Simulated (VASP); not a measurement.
# InSe2 (P4/nmm) in VASP: single point with r2SCAN

Aim: the single point of InSe2 with r2SCAN.

All numbers are computed with VASP 6.6.1; they aren't measurements. Logs are shortened: lines on timing, memory, paths and dates and some standing lists are left out, and cuts for length are marked.

**1. The cell of the first run**

It takes space group P4/nmm (No. 129, tetragonal). Conventional cell: a = 3.861 Å, b = 3.861 Å, c = 9.552 Å, α = 90.00°, β = 90.00°, γ = 90.00°. In (site symmetry 4mm) has 9 Se at 2.81 to 3.42 Å within 3.7 Å. Within 4.0 Å of Se (site symmetry 4mm) lie 5 In at 2.81 to 3.25 Å and 12 Se at 3.77 to 3.97 Å. Se (site symmetry -4m2) has 4 Se at 2.73 Å and 4 In at 3.42 Å within 3.6 Å.

**2. Single point, r2SCAN**

POSCAR reads:

```
InSe2
1.0
    3.8607292987      0.0000000000      0.0000000000
    0.0000000000      3.8607292987      0.0000000000
    0.0000000000      0.0000000000      9.5518377449
In Se
2 4
Direct
    0.0000000000      0.5000000000      0.7040925961
    0.5000000000      0.0000000000      0.2959074039
    0.0000000000      0.5000000000      0.3636773657
    0.5000000000      0.0000000000      0.6363226343
    0.0000000000      0.0000000000      0.0000000000
    0.5000000000      0.5000000000      0.0000000000
```

INCAR.step1 reads:

```
  ALGO = Normal
  EDIFF = 1E-4
  ENCUT = 520
  GGA = PE
  ISMEAR = 0
  LASPH = True
  LCHARG = False
  LREAL = False
  LWAVE = True
  NBANDS = 34
  NELM = 60
  PREC = Accurate
  SIGMA = 0.1
```

INCAR.step2 reads:

```
  ALGO = Normal
  EDIFF = 1E-6
  ENCUT = 520
  ISIF = 2
  ISMEAR = 0
  ISTART = 1
  LASPH = True
  LCHARG = False
  LMIXTAU = True
  LREAL = False
  LWAVE = False
  METAGGA = R2SCAN
  NBANDS = 34
  NELM = 60
  PREC = Accurate
  SIGMA = 0.1
```

KPOINTS reads:

```
k-points
0
Gamma
  10 10 4
```

Potentials or basis: VASP PAW PBE potentials, release 64 (In_d, Se).

On the command line:

```console
> cat potpaw_PBE.64/In_d/POTCAR potpaw_PBE.64/Se/POTCAR > POTCAR
> cp INCAR.step1 INCAR
> mpirun -np 1 vasp_std > vasp.out
> cp INCAR.step2 INCAR
> mpirun -np 1 vasp_std > vasp.out
```

OUTCAR:

```text
EDIFF = 1E-6
   ENCUT = 520
   ISIF = 2
   ISMEAR = 0
   ISTART = 1
   LASPH = True
   LREAL = False
   METAGGA = R2SCAN
   NELM = 60
   PREC = Accurate

 ion  position               nearest neighbor table
   1  0.000  0.500  0.704-   4 2.81   4 2.81   4 2.81   4 2.81   3 3.25
   2  0.500  0.000  0.296-   3 2.81   3 2.81   3 2.81   3 2.81   4 3.25
   3  0.000  0.500  0.364-   2 2.81   2 2.81   2 2.81   2 2.81   1 3.25
   4  0.500  0.000  0.636-   1 2.81   1 2.81   1 2.81   1 2.81   2 3.25
   5  0.000  0.000  0.000-   6 2.73   6 2.73   6 2.73   6 2.73
   6  0.500  0.500  0.000-   5 2.73   5 2.73   5 2.73   5 2.73

  LATTYP: Found a simple tetragonal cell.
 ALAT       =     3.8607292987
 C/A-ratio  =     2.4741019134

  Lattice vectors:

 A1 = (   3.8607292987,   0.0000000000,   0.0000000000)
 A2 = (   0.0000000000,   3.8607292987,   0.0000000000)
 A3 = (   0.0000000000,   0.0000000000,   9.5518377449)

Analysis of symmetry for initial positions (statically):
=====================================================================
 Subroutine PRICEL returns:
 Original cell was already a primitive cell.

 Routine SETGRP: Setting up the symmetry group for a
 simple tetragonal supercell.

 Subroutine GETGRP returns: Found 16 space group operations
 (whereof  8 operations were pure point group operations)
 out of a pool of 16 trial point group operations.

The static configuration has the point symmetry D_2d.
 The point group associated with its full space group is D_4h.

Analysis of symmetry for dynamics (positions and initial velocities):
=====================================================================
 Subroutine PRICEL returns:
 Original cell was already a primitive cell.

 Routine SETGRP: Setting up the symmetry group for a
 simple tetragonal supercell.

 Subroutine GETGRP returns: Found 16 space group operations
 (whereof  8 operations were pure point group operations)
 out of a pool of 16 trial point group operations.

The dynamic configuration has the point symmetry D_2d.
 The point group associated with its full space group is D_4h.

 Subroutine INISYM returns: Found 16 space group operations
 (whereof  8 operations are pure point group operations),
 and found     1 'primitive' translations

----------------------------------------------------------------------------------------

                                     Primitive cell

  volume of cell :     142.3723

  direct lattice vectors                    reciprocal lattice vectors
     3.860729299  0.000000000  0.000000000     0.259018419  0.000000000  0.000000000
     0.000000000  3.860729299  0.000000000     0.000000000  0.259018419  0.000000000
     0.000000000  0.000000000  9.551837745     0.000000000  0.000000000  0.104691896

  length of vectors
     3.860729299  3.860729299  9.551837745     0.259018419  0.259018419  0.104691896

  position of ions in fractional coordinates (direct lattice)
     0.000000000  0.500000000  0.704092596
     0.500000000  0.000000000  0.295907404
     0.000000000  0.500000000  0.363677366
     0.500000000  0.000000000  0.636322634
     0.000000000  0.000000000  0.000000000
     0.500000000  0.500000000  0.000000000

  ion indices of the primitive-cell ions
   primitive index   ion index
                 1           1
                 2           2
                 3           3
                 4           4
                 5           5
                 6           6

----------------------------------------------------------------------------------------

 KPOINTS: k-points

Automatic generation of k-mesh.
 Grid dimensions read from file:
 generate k-points for:   10   10    4

 Generating k-lattice:

  Cartesian coordinates                     Fractional coordinates (reciprocal lattice)
     0.025901842  0.000000000  0.000000000     0.100000000  0.000000000  0.000000000
     0.000000000  0.025901842  0.000000000     0.000000000  0.100000000  0.000000000
     0.000000000  0.000000000  0.026172974     0.000000000  0.000000000  0.250000000

  Length of vectors
     0.025901842  0.025901842  0.026172974

  Shift w.r.t. Gamma in fractional coordinates (k-lattice)
     0.000000000  0.000000000  0.000000000

 Subroutine IBZKPT returns following result:
 ===========================================

 Found     63 irreducible k-points:

 Following reciprocal coordinates:
            Coordinates               Weight
  0.000000  0.000000  0.000000      1.000000
  0.100000  0.000000  0.000000      4.000000
  0.200000  0.000000  0.000000      4.000000
  0.300000  0.000000  0.000000      4.000000
  0.400000  0.000000  0.000000      4.000000
  0.500000  0.000000  0.000000      2.000000
[... 16 lines left out ...]
  0.100000  0.000000  0.250000      8.000000
  0.200000  0.000000  0.250000      8.000000
 [... further k-points ...]
   k-points           NKPTS =     63   k-points in BZ     NKDIM =     63   number of bands    NBANDS=     34
   number of dos      NEDOS =    301   number of ions     NIONS =      6
   total plane-waves  NPLWV =  64800
   dimension x,y,z NGX =    30 NGY =   30 NGZ =   72
   dimension x,y,z NGXF=    60 NGYF=   60 NGZF=  144
   ions per type =               2   4
   NGX,Y,Z   is equivalent  to a cutoff of  12.92, 12.92, 12.53 a.u.
   NGXF,Y,Z  is equivalent  to a cutoff of  25.84, 25.84, 25.06 a.u.
 SYSTEM =  unknown system
   PREC   = accura    normal or accurate (medium, high low for compatibility)
   ISTART =      1    job   : 0-new  1-cont  2-samecut
   ICHARG =      0    charge: 1-file 2-atom 10-const
   ISPIN  =      1    spin polarized calculation?
   LNONCOLLINEAR =      F non collinear calculations
   LSORBIT =      F    spin-orbit coupling
   LASPH  =      T    aspherical Exc in radial PAW
   ENCUT  =  520.0 eV  38.22 Ry    6.18 a.u.   7.18  7.18 17.76*2*pi/ulx,y,z
   NELM   =     60;   NELMIN=  2; NELMDL=  0     # of ELM steps
   EDIFF  = 0.1E-05   stopping-criterion for ELM
   LREAL  =      F    real-space projection
   EDIFFG = 0.1E-04   stopping-criterion for IOM
   NSW    =      0    number of steps for IOM
   IBRION =     -1    ionic relax: 0-MD 1-quasi-New 2-CG
   NFREE  =      0    steps in history (QN), initial steepest desc. (CG)
   ISIF   =      2    stress and relaxation
   ISYM   =      2    0-nonsym 1-usesym 2-fastsym
   POTIM  = 0.5000    time-step for ionic-motion
   TEBEG  =    0.0;   TEEND  =   0.0 temperature during run
   PSTRESS=    0.0 pullay stress
   NELECT =      50.0000    total number of electrons
   NUPDOWN=      -1.0000    fix difference up-down
   EMIN   =  10.00;   EMAX   =-10.00  energy-range for DOS
   EFERMI =   0.00;   METHOD = LEGACY
   ISMEAR =     0;   SIGMA  =   0.10  broadening in eV -4-tet -1-fermi 0-gaus
   EFERMI_NEDOS =   21; number of points for ismear=-14 and -15
   IALGO  =     38    algorithm
   IMIX   =      4    mixing-type and parameters
     AMIX     =   0.40;   BMIX     =  1.00
     AMIX_MAG =   1.60;   BMIX_MAG =  1.00
  volume/ion in A,a.u.               =      23.73       160.13
  Fermi-wavevector in a.u.,A,eV,Ry     =   1.155020  2.182672 18.151150  1.334072
  Thomas-Fermi vector in A             =   2.291652
   LORBIT       =      0    0 simple, 1 ext, 2 COOP (PROOUT), +10 PAW based schemes
   METAGGA = R2SCAN    functional components
   LHFCALC =     F    Hartree Fock is set to
   AEXX    =    0.0000 exact exchange contribution
   IVDW    =     0    specifies the selected vdW correction
   LEPSILON=     F    determine dielectric tensor
   LRPA    =     F    only Hartree local field effects (RPA)
 non-spin polarized calculation
 Gauss-broadening in eV      SIGMA  =   0.10
  energy-cutoff  :      520.00
  volume of cell :      142.37
 maximum number of plane-waves:      3864
 NGX is ok and might be reduce to    30
   NGX = 15   NGY = 15   NGZ = 35

 number of electron      49.9999976 magnetization

 Free energy of the ion-electron system (eV)
  ---------------------------------------------------
  ext. energy  EPLUGINS =         0.00000000
  ---------------------------------------------------
  free energy    TOTEN  =      -103.99958491 eV

  energy without entropy =     -103.98572628  energy(sigma->0) =     -103.99265560

 E-fermi :   5.3215     XC(G=0): -10.5000

 val. band max:        5.3123233932   @ k =   0.4000   0.2000   0.0000
 cond. band min:       5.3271900896   @ k =   0.1000   0.0000   0.0000
 fundamental gap:      0.0148666964
 Fermi energy:         5.3215027926

 k-point     1 :       0.0000    0.0000    0.0000
  band No.  band energies     occupation
      1     -10.6684      2.00000
      2     -10.2612      2.00000
      3     -10.1967      2.00000
      4      -9.9884      2.00000
      5      -9.9850      2.00000
      6      -9.9604      2.00000
[... 26 lines left out ...]
     33      11.9599      0.00000
     34      11.9991      0.00000

 k-point     2 :       0.1000    0.0000    0.0000
  band No.  band energies     occupation
      1     -10.5850      2.00000
      2     -10.2438      2.00000
      3     -10.1735      2.00000
      4      -9.9827      2.00000
      5      -9.9790      2.00000
      6      -9.9645      2.00000
[... 26 lines left out ...]
     33      11.7840      0.00000
     34      11.7867      0.00000

 k-point     3 :       0.2000    0.0000    0.0000
  band No.  band energies     occupation
      1     -10.3507      2.00000
      2     -10.1993      2.00000
      3     -10.1020      2.00000
      4      -9.9822      2.00000
      5      -9.9815      2.00000
      6      -9.9716      2.00000
[... 26 lines left out ...]
     33      11.2410      0.00000
     34      11.6796      0.00000
[... 704 lines left out ...]
 k-point    23 :       0.1000    0.0000    0.2500
  band No.  band energies     occupation
      1     -10.5823      2.00000
      2     -10.2377      2.00000
      3     -10.1778      2.00000
      4      -9.9823      2.00000
      5      -9.9794      2.00000
      6      -9.9637      2.00000
[... 26 lines left out ...]
     33      11.8182      0.00000
     34      11.9874      0.00000

 k-point    24 :       0.2000    0.0000    0.2500
  band No.  band energies     occupation
      1     -10.3529      2.00000
      2     -10.1824      2.00000
      3     -10.1131      2.00000
      4      -9.9837      2.00000
      5      -9.9786      2.00000
      6      -9.9716      2.00000
[... 26 lines left out ...]
     33      11.2519      0.00000
     34      12.0411      0.00000

 [... further k-points ...]

------------------------ aborting loop because EDIFF is reached ----------------------------------------

  FORCE on cell =-STRESS in cart. coord.  units (eV):
  Direction    XX          YY          ZZ          XY          YZ          ZX
  --------------------------------------------------------------------------------------
  -------------------------------------------------------------------------------------
  Total        0.0215476      0.0215476     -0.0055808      0.0000000     -0.0000000      0.0000000
  in kB        0.2424848      0.2424848     -0.0628035      0.0000000     -0.0000000      0.0000000
  external PRESSURE =       0.1407221 kB  Pullay stress =       0.0000000 kB

 VOLUME and BASIS-vectors are now :
 -----------------------------------------------------------------------------
  energy-cutoff  :      520.00
  volume of cell :      142.37
      direct lattice vectors                 reciprocal lattice vectors
     3.860729299  0.000000000  0.000000000     0.259018419  0.000000000  0.000000000
     0.000000000  3.860729299  0.000000000     0.000000000  0.259018419  0.000000000
     0.000000000  0.000000000  9.551837745     0.000000000  0.000000000  0.104691896

 POSITION                                       TOTAL-FORCE (eV/Angst)
 -----------------------------------------------------------------------------------
      0.00000      1.93036      6.72538        -0.000000     -0.000000     -0.001910
      1.93036      0.00000      2.82646        -0.000000      0.000000      0.001910
      0.00000      1.93036      3.47379        -0.000000      0.000000      0.004904
      1.93036      0.00000      6.07805        -0.000000      0.000000     -0.004904
      0.00000      0.00000      0.00000        -0.000000     -0.000000      0.000000
      1.93036      1.93036      0.00000         0.000000      0.000000      0.000000
 -----------------------------------------------------------------------------------
    total drift:                                0.000000      0.000000      0.000000

  FREE ENERGIE OF THE ION-ELECTRON SYSTEM (eV)
  ---------------------------------------------------
  free  energy   TOTEN  =      -103.9995849127 eV

  energy  without entropy=     -103.9857262821  energy(sigma->0) =     -103.99265560
```

Wall time 35 min (1 thread of Oxide Virtual Turin-like, shared host); peak memory 0.39 GiB.

Results:

```yaml
Free_energy: -103.9996 eV
Pressure: 0.0 GPa
Largest_force: 0.005 eV/Å
Band_gap_on_the_k_mesh: zero (bands 25 and 26 overlap by 2.42 eV)
```

Forces in eV/Å, atoms in the order of the input:
```
In   0.000  0.000 -0.002
In   0.000  0.000  0.002
Se   0.000  0.000  0.005
Se   0.000  0.000 -0.005
Se   0.000  0.000  0.000
Se   0.000  0.000  0.000
```

Caveat: the PAW data sets were made with another functional, which shifts forces and pressure a little; spin-orbit coupling is left out, which moves the levels of the heavy elements.
